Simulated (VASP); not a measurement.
Input of a VASP 6.6.1 run:

INCAR

```
SYSTEM = Ce
  PREC = Accurate
  ENCUT = 520
  EDIFF = 1E-6
  ISMEAR = -1
  SIGMA = 0.05
  LREAL = .False.
  LASPH = .True.
  NELM = 150
  ALGO = Normal
  ISIF = 2
  LWAVE = .False.
  LCHARG = .False.
  ISPIN = 2
  MAGMOM = 1
  LORBIT = 11
  LMAXMIX = 6
  GGA = CA
  NBANDS = 16
```

File KPOINTS:

```
regular mesh
0
Gamma
  10 10 10
  0 0 0
```

The input POSCAR:

```
Ce
1.0
   -1.9561684522      1.9561684522      1.9561684522
    1.9561684522     -1.9561684522      1.9561684522
    1.9561684522      1.9561684522     -1.9561684522
Ce
1
Direct
    0.0000000000      0.0000000000      0.0000000000
```

Potentials or basis: VASP PAW LDA potentials, release 64 (Ce).

Command:

```bash
$ cat potpaw_LDA.64/Ce/POTCAR > POTCAR
$ mpirun -np 1 vasp_std > vasp.out
```

Predict the net moment.

0.01 μB per cell.

Predict the pressure.

-7.6 GPa.

Caveat: the magnetic or orbital state may not be the lowest; the cell stands under tension. The state reached can hang on the start; a lower one may exist.
